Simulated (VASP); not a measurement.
# BaS (P-6m2) in VASP: a series of runs, part 3 of 3

VASP 6.6.1. The steps go on from the part before.

## Step 6: Single point, r2SCAN

This run uses another cell than the first one, of 33.05 Å³/atom, 1.031 times its volume.

File POSCAR:

```
BaS
1.0
    4.3601207102      0.0000000000      0.0000000000
   -2.1800603551      3.7759752986      0.0000000000
    0.0000000000      0.0000000000      4.0145993452
Ba S
1 1
Direct
    0.0000000000      0.0000000000      0.0000000000
    0.6666666667      0.3333333333      0.5000000000
```

File INCAR.step1:

```
SYSTEM = BaS
ALGO     = Normal         ! electronic algorithm
EDIFF    = 1E-4           ! SCF threshold, eV
ENCUT    = 520            ! plane-wave cutoff, eV
GGA      = PE             ! functional
ISMEAR   = 0              ! smearing method
LASPH    = .True.         ! aspherical terms in the spheres
LCHARG   = .False.        ! write CHGCAR
LREAL    = .False.        ! projectors in reciprocal space
LWAVE    = .True.         ! write WAVECAR
NBANDS   = 15             ! bands
NELM     = 100            ! most SCF steps
PREC     = Accurate       ! precision mode
SIGMA    = 0.05           ! smearing width, eV
```

File INCAR.step2:

```
SYSTEM = BaS
ALGO     = Normal         ! electronic algorithm
EDIFF    = 1E-7           ! SCF threshold, eV
ENCUT    = 520            ! plane-wave cutoff, eV
ISIF     = 2              ! what is computed and relaxed
ISMEAR   = 0              ! smearing method
ISTART   = 1            
LASPH    = .True.         ! aspherical terms in the spheres
LCHARG   = .False.        ! write CHGCAR
LMIXTAU  = .True.       
LREAL    = .False.        ! projectors in reciprocal space
LWAVE    = .False.        ! write WAVECAR
METAGGA  = R2SCAN         ! meta-GGA
NBANDS   = 15             ! bands
NELM     = 100            ! most SCF steps
PREC     = Accurate       ! precision mode
SIGMA    = 0.05           ! smearing width, eV
```

File KPOINTS:

```
k-points
0
Gamma
  6 6 6
  0 0 0
```

Potentials or basis: VASP PAW PBE potentials, release 64 (Ba_sv, S).

Command:

```console
$ cat potpaw_PBE.64/Ba_sv/POTCAR potpaw_PBE.64/S/POTCAR > POTCAR
$ cp INCAR.step1 INCAR
$ mpirun -np 1 vasp_std > vasp.out
$ cp INCAR.step2 INCAR
$ mpirun -np 1 vasp_std > vasp.out
```

OUTCAR:

```text
SYSTEM = BaS
   EDIFF = 1E-7
   ENCUT = 520
   ISIF = 2
   ISMEAR = 0
   ISTART = 1
   LASPH = .True.
   LREAL = .False.
   METAGGA = R2SCAN
   NELM = 100
   PREC = Accurate

 ion  position               nearest neighbor table
   1  0.000  0.000  0.000-   2 3.22   2 3.22   2 3.22   2 3.22   2 3.22   2 3.22
   2  0.667  0.333  0.500-   1 3.22   1 3.22   1 3.22   1 3.22   1 3.22   1 3.22

  LATTYP: Found a hexagonal cell.
 ALAT       =     4.3601207102
 C/A-ratio  =     0.9207541745

  Lattice vectors:

 A1 = (   4.3601207102,   0.0000000000,   0.0000000000)
 A2 = (  -2.1800603551,   3.7759752986,   0.0000000000)
 A3 = (   0.0000000000,   0.0000000000,   4.0145993452)

Analysis of symmetry for initial positions (statically):
=====================================================================
 Subroutine PRICEL returns:
 Original cell was already a primitive cell.

 Routine SETGRP: Setting up the symmetry group for a
 hexagonal supercell.

 Subroutine GETGRP returns: Found 12 space group operations
 (whereof 12 operations were pure point group operations)
 out of a pool of 24 trial point group operations.

The static configuration has the point symmetry D_3h.

[... 174 lines left out ...]
      6       0.8428      2.00000
      7       0.8428      2.00000
      8       1.5700      2.00000
      9       3.9321      0.00000
     10       5.1968      0.00000
     11       7.5893      0.00000
     12       7.5893      0.00000
     13       8.5640      0.00000
     14       8.5640      0.00000
[... 401 lines left out ...]
      2     -11.2787      2.00000
      3     -10.8318      2.00000
      4     -10.5319      2.00000
      5      -8.8734      2.00000
      6      -0.1419      2.00000
      7       0.5114      2.00000
      8       0.5187      2.00000
      9       5.1478      0.00000
     10       6.6742      0.00000
     11       7.6966      0.00000
     12       8.6473      0.00000
     13       9.3779      0.00000
     14      11.4143      0.00000
     15      11.9553      0.00000

 [... further k-points ...]

------------------------ aborting loop because EDIFF is reached ----------------------------------------

  FORCE on cell =-STRESS in cart. coord.  units (eV):
  Direction    XX          YY          ZZ          XY          YZ          ZX
  --------------------------------------------------------------------------------------
  -------------------------------------------------------------------------------------
  Total        0.1474812      0.1474812     -0.1269762      0.0000000     -0.0000000      0.0000000
  in kB        3.5750106      3.5750106     -3.0779613      0.0000000     -0.0000000      0.0000000
  external PRESSURE =       1.3573533 kB  Pullay stress =       0.0000000 kB

 VOLUME and BASIS-vectors are now :
 -----------------------------------------------------------------------------
  energy-cutoff  :      520.00
  volume of cell :       66.10
      direct lattice vectors                 reciprocal lattice vectors
     4.360120710  0.000000000  0.000000000     0.229351448  0.132416120  0.000000000
    -2.180060355  3.775975299  0.000000000     0.000000000  0.264832241  0.000000000
     0.000000000  0.000000000  4.014599345     0.000000000  0.000000000  0.249090859

 POSITION                                       TOTAL-FORCE (eV/Angst)
 -----------------------------------------------------------------------------------
      0.00000      0.00000      0.00000        -0.000000     -0.000000      0.000000
      2.18006      1.25866      2.00730         0.000000      0.000000      0.000000
 -----------------------------------------------------------------------------------
    total drift:                               -0.000000      0.000000      0.000000

  FREE ENERGIE OF THE ION-ELECTRON SYSTEM (eV)
  ---------------------------------------------------
  free  energy   TOTEN  =       -38.9139777280 eV

  energy  without entropy=      -38.9139777280  energy(sigma->0) =      -38.91397773
```

It took 38 s on 1 thread of Intel Xeon 6975P-C (Granite Rapids), shared host; peak memory 0.19 GiB.

Results:

* Free energy: -38.9140 eV
* Pressure: 0.1 GPa
* Band gap on the k mesh: 2.36 eV, direct

Stress tensor (GPa, compression positive):
```
 0.36  0.00  0.00
 0.00  0.36  0.00
 0.00  0.00 -0.31
```

Caveat: the PAW data sets were made with another functional, which shifts forces and pressure a little; spin-orbit coupling is left out, which moves the levels of the heavy elements. r2SCAN opens gaps a little over a GGA but as a rule still falls short of measured ones.

## Step 7: Summary

```csv
cell,gap on the mesh (eV),pressure (GPa)
"a = 4.325, b = 4.325, c = 3.959 Å, angles 90.0, 90.0, 120.0°, 2 atoms",2.31,1.5
"a = 4.366, b = 4.366, c = 3.980 Å, angles 90.0, 90.0, 120.0°, 2 atoms",2.34,0.5
"a = 4.360, b = 4.360, c = 3.975 Å, angles 90.0, 90.0, 120.0°, 2 atoms",2.33,0.6
"a = 4.360, b = 4.360, c = 4.015 Å, angles 90.0, 90.0, 120.0°, 2 atoms",2.36,0.1
```

Alike in all rows: task single point; level r2SCAN; potentials or basis VASP PAW PBE potentials, release 64 (Ba_sv, S); no spin polarisation; k mesh 6 × 6 × 6; cutoff (eV) 520; smearing gaussian 0.05 eV.

Caveats: the PAW data sets were made with another functional, which shifts forces and pressure a little; spin-orbit coupling is left out, which moves the levels of the heavy elements.

Total energies depend on the potentials used, so only differences within one code and one set of settings carry meaning.
